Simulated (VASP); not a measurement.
Set up this calculation in VASP 6.6.1, as the native input.

```yaml
Task: single point
Functional: PBE
Potentials_or_basis: VASP PAW PBE potentials, release 64 (Pb_d, S)
Cutoff: 520 eV
k_mesh: 6 × 6 × 6
Occupations: fermi-dirac, width 0.02 eV
Spin: no spin polarisation
Dipole_correction: no
Further_INCAR_settings: ALGO = Normal; EDIFF = 1e-07; NBANDS = 17
```

The structure of PbS lies in POSCAR:

```
PbS
1.0
   -0.0559515687      3.3009775053      3.3009775053
    3.3009775053     -0.0559515687      3.3009775053
    3.2450259366      3.2450259366      0.0000000000
Pb S
1 1
Direct
   -0.0029203501     -0.0029203501      0.0029203501
    0.2529203501      0.2529203501      0.2470796499
```

This cell differs from its parent crystal: shear xy strain -3.4%.

The input as run:

INCAR

```
SYSTEM = PbS
PREC     = Accurate       ! precision mode
ENCUT    = 520            ! plane-wave cutoff, eV
EDIFF    = 1E-7           ! SCF threshold, eV
ISMEAR   = -1             ! smearing method
SIGMA    = 0.02           ! smearing width, eV
LREAL    = .FALSE.        ! projectors in reciprocal space
LASPH    = .TRUE.         ! aspherical terms in the spheres
NELM     = 100            ! most SCF steps
ALGO     = Normal         ! electronic algorithm
ISIF     = 2              ! what is computed and relaxed
LWAVE    = .FALSE.        ! write WAVECAR
LCHARG   = .FALSE.        ! write CHGCAR
GGA      = PE             ! functional
NBANDS   = 17             ! bands
```

KPOINTS

```
Automatic mesh
0
G
  6 6 6
  0 0 0
```

Potentials or basis: VASP PAW PBE potentials, release 64 (Pb_d, S).

Run with:

```sh
$ cat potpaw_PBE.64/Pb_d/POTCAR potpaw_PBE.64/S/POTCAR > POTCAR
$ mpirun -np 1 vasp_std > vasp.out
```

It gave:

```yaml
Pressure: 0.7 GPa
Largest_force: 0.007 eV/Å
Band_gap_on_the_k_mesh: 0.91 eV (least direct gap 1.27 eV)
```

Caveat: the cell differs from its parent crystal (shear xy strain -3.4%); spin-orbit coupling is left out, which moves the levels of the heavy elements.

It took 55 s on 1 thread of Intel(R) Xeon(R) Platinum 8259CL CPU @ 2.50GHz (Skylake/Cascade Lake), on a shared host, peak memory 0.23 GiB.
